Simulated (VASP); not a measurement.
# SrVO3 (Pm-3m) in VASP: notebook, part 3 of 3

VASP 6.6.1. The steps go on from the part before.

**5. Single point, PBE, collinear spin, ferromagnetic start**

The input, INCAR:

```
PREC = Accurate
ENCUT = 520
EDIFF = 1E-7
ISMEAR = -1
SIGMA = 0.1
LREAL = False
LASPH = True
NELM = 150
ALGO = Normal
ISIF = 2
LWAVE = False
LCHARG = True
ISPIN = 2
MAGMOM = 0 1.5 0 0 0
LORBIT = 11
LMAXMIX = 4
GGA = PE
LELF = True
LVHAR = True
NBANDS = 32
```

The input, KPOINTS:

```
regular mesh
0
Gamma
  6 6 6
```

The input, POSCAR:

```
SrVO3
1.0
    3.8409000000      0.0000000000      0.0000000000
    0.0000000000      3.8409000000      0.0000000000
    0.0000000000      0.0000000000      3.8409000000
Sr V O
1 1 3
Direct
    0.5000000000      0.5000000000      0.5000000000
    0.0000000000      0.0000000000      0.0000000000
    0.5000000000      0.0000000000      0.0000000000
    0.0000000000      0.5000000000      0.0000000000
    0.0000000000      0.0000000000      0.5000000000
```

Potentials or basis: VASP PAW PBE potentials, release 64 (Sr_sv, V_sv, O).

Started as:

```sh
$ cat potpaw_PBE.64/Sr_sv/POTCAR potpaw_PBE.64/V_sv/POTCAR potpaw_PBE.64/O/POTCAR > POTCAR
$ mpirun -np 1 vasp_std > vasp.out
```

OUTCAR:

```text
PREC = Accurate
   ENCUT = 520
   EDIFF = 1E-7
   ISMEAR = -1
   LREAL = False
   LASPH = True
   NELM = 150
   ISIF = 2
   ISPIN = 2
   LORBIT = 11
   GGA = PE

 ion  position               nearest neighbor table
   1  0.500  0.500  0.500-   3 2.72   4 2.72   5 2.72   3 2.72   4 2.72   3 2.72   5 2.72   3 2.72
                             4 2.72   5 2.72   4 2.72   5 2.72   2 3.33   2 3.33   2 3.33   2 3.33
   2  0.000  0.000  0.000-   3 1.92   4 1.92   5 1.92   5 1.92   4 1.92   3 1.92   1 3.33   1 3.33
                             1 3.33   1 3.33   1 3.33   1 3.33   1 3.33   1 3.33
   3  0.500  0.000  0.000-   2 1.92   2 1.92   1 2.72   1 2.72   1 2.72   1 2.72
   4  0.000  0.500  0.000-   2 1.92   2 1.92   1 2.72   1 2.72   1 2.72   1 2.72
   5  0.000  0.000  0.500-   2 1.92   2 1.92   1 2.72   1 2.72   1 2.72   1 2.72

  LATTYP: Found a simple cubic cell.
 ALAT       =     3.8409000000

  Lattice vectors:

 A1 = (   3.8409000000,   0.0000000000,   0.0000000000)
 A2 = (   0.0000000000,   3.8409000000,   0.0000000000)
 A3 = (   0.0000000000,   0.0000000000,   3.8409000000)

Analysis of symmetry for initial positions (statically):
=====================================================================
 Subroutine PRICEL returns:
 Original cell was already a primitive cell.

 Routine SETGRP: Setting up the symmetry group for a
 simple cubic supercell.

 Subroutine GETGRP returns: Found 48 space group operations
 (whereof 48 operations were pure point group operations)
 out of a pool of 48 trial point group operations.

The static configuration has the point symmetry O_h .

Analysis of symmetry for dynamics (positions and initial velocities):
=====================================================================
 Subroutine PRICEL returns:
 Original cell was already a primitive cell.

 Routine SETGRP: Setting up the symmetry group for a
 simple cubic supercell.

 Subroutine GETGRP returns: Found 48 space group operations
 (whereof 48 operations were pure point group operations)
[... 171 lines left out ...]
 fundamental gap:      0.0413022313
 Fermi energy:         6.2361134732

 spin component 1

 k-point     1 :       0.0000    0.0000    0.0000
  band No.  band energies     occupation
      1     -59.5579      1.00000
      2     -33.3932      1.00000
      3     -33.3932      1.00000
      4     -33.3932      1.00000
      5     -28.2578      1.00000
      6     -13.4661      1.00000
[... 689 lines left out ...]
     31      15.1097      0.00000
     32      19.3193      0.00000
 Fermi energy:         6.2361134732

 spin component 2

 k-point     1 :       0.0000    0.0000    0.0000
  band No.  band energies     occupation
      1     -59.5587      1.00000
      2     -33.3941      1.00000
      3     -33.3941      1.00000
      4     -33.3941      1.00000
      5     -28.2578      1.00000
      6     -13.4661      1.00000
[... 689 lines left out ...]
     31      15.1097      0.00000
     32      19.3193      0.00000

------------------------ aborting loop because EDIFF is reached ----------------------------------------

  FORCE on cell =-STRESS in cart. coord.  units (eV):
  Direction    XX          YY          ZZ          XY          YZ          ZX
  --------------------------------------------------------------------------------------
  -------------------------------------------------------------------------------------
  Total        1.2386211      1.2386211      1.2386211      0.0000000      0.0000000      0.0000000
  in kB       35.0227342     35.0227342     35.0227342      0.0000000      0.0000000      0.0000000
  external PRESSURE =      35.0227342 kB  Pullay stress =       0.0000000 kB

 VOLUME and BASIS-vectors are now :
 -----------------------------------------------------------------------------
  energy-cutoff  :      520.00
  volume of cell :       56.66
      direct lattice vectors                 reciprocal lattice vectors
     3.840900000  0.000000000  0.000000000     0.260355646  0.000000000  0.000000000
     0.000000000  3.840900000  0.000000000     0.000000000  0.260355646  0.000000000
     0.000000000  0.000000000  3.840900000     0.000000000  0.000000000  0.260355646

 POSITION                                       TOTAL-FORCE (eV/Angst)
 -----------------------------------------------------------------------------------
      1.92045      1.92045      1.92045         0.000000      0.000000      0.000000
      0.00000      0.00000      0.00000         0.000000      0.000000      0.000000
      1.92045      0.00000      0.00000         0.000000      0.000000      0.000000
      0.00000      1.92045      0.00000         0.000000      0.000000      0.000000
      0.00000      0.00000      1.92045         0.000000      0.000000      0.000000
 -----------------------------------------------------------------------------------
    total drift:                               -0.000000     -0.000000      0.000000

  FREE ENERGIE OF THE ION-ELECTRON SYSTEM (eV)
  ---------------------------------------------------
  free  energy   TOTEN  =       -39.2892043126 eV

  energy  without entropy=      -39.2265165662  energy(sigma->0) =      -39.25786044

 total charge

# of ion       s       p       d       tot
------------------------------------------
    1        2.000   5.803   0.219   8.021
    2        2.285   6.350   2.955  11.590
    3        1.564   3.483   0.000   5.048
    4        1.564   3.483   0.000   5.048
    5        1.564   3.483   0.000   5.048
--------------------------------------------------
tot          8.978  22.602   3.174  34.754

 magnetization (x)

# of ion       s       p       d       tot
------------------------------------------
    1        0.000  -0.000  -0.000  -0.000
    2       -0.000  -0.000  -0.001  -0.001
    3        0.000   0.000   0.000   0.000
    4        0.000   0.000   0.000   0.000
    5        0.000   0.000   0.000   0.000
--------------------------------------------------
tot         -0.000   0.000  -0.001  -0.001
```

OSZICAR:

```text
N       E                     dE             d eps       ncg     rms          rms(c)
DAV:   1     0.373396932594E+03    0.37340E+03   -0.21360E+04  2560   0.132E+03
DAV:   2    -0.266351849573E+02   -0.40003E+03   -0.38348E+03  2992   0.387E+02
DAV:   3    -0.490237748101E+02   -0.22389E+02   -0.22177E+02  3440   0.954E+01
[... 22 lines left out ...]
DAV:  26    -0.392892024523E+02    0.69846E-06   -0.38050E-05  3152   0.364E-02    0.132E-02
DAV:  27    -0.392892035301E+02   -0.10777E-05   -0.61823E-06  2856   0.178E-02    0.449E-03
DAV:  28    -0.392892040548E+02   -0.52475E-06   -0.99964E-06  3072   0.204E-02    0.118E-03
DAV:  29    -0.392892042570E+02   -0.20220E-06   -0.49277E-06  3160   0.133E-02    0.725E-04
DAV:  30    -0.392892043126E+02   -0.55556E-07   -0.62806E-07  2616   0.430E-03
   1 F= -.39289204E+02 E0= -.39257860E+02  d E =-.626877E-01  mag=    -0.0013
```

stdout:

```text
POSCAR found type information on POSCAR SrV O
 POSCAR found :  3 types and       5 ions
 scaLAPACK will be used
 LDA part: xc-table for (Slater+PW92), standard interpolation
 POSCAR, INCAR and KPOINTS ok, starting setup
 FFT: planning ... GRIDC
 FFT: planning ... GRID_SOFT
 FFT: planning ... GRID
 WAVECAR not read
 entering main loop
```

It took 3.9 min on 1 thread of AMD EPYC 7R13, shared host; peak memory 0.2 GiB.

What came out:

| Quantity | Value |
| --- | --- |
| Free energy | -39.2892 eV |
| Pressure | 3.5 GPa |
| Net moment | 0.00 μB per cell |
| Valence electrons inside the program's atomic spheres | Sr 8.02; V 11.59; O 5.05 |

Caveat: the cell stands under pressure; semilocal functionals often make such compounds metallic where correlation or magnetic order opens a gap, which also shifts bond lengths.

**6. Summary**

```tsv
smearing	gap on the mesh (eV)	pressure (GPa)	moment (μB)
fermi-dirac 0.5 eV	none	6.0	0.00
fermi-dirac 0.3 eV	none	4.5	0.00
fermi-dirac 0.2 eV	none	3.9	0.00
fermi-dirac 0.1 eV	none	3.5	0.00
```

Alike in all rows: task single point; level PBE; potentials or basis VASP PAW PBE potentials, release 64 (Sr_sv, V_sv, O); spin collinear, ferromagnetic start; cell as given; k mesh 6 × 6 × 6; cutoff (eV) 520.

Caveats: the cell stands under pressure; semilocal functionals often make such compounds metallic where correlation or magnetic order opens a gap, which also shifts bond lengths; so wide a smearing shifts energies and pressures (at least some runs).

Total energies depend on the potentials used, so only differences within one code and one set of settings carry meaning.
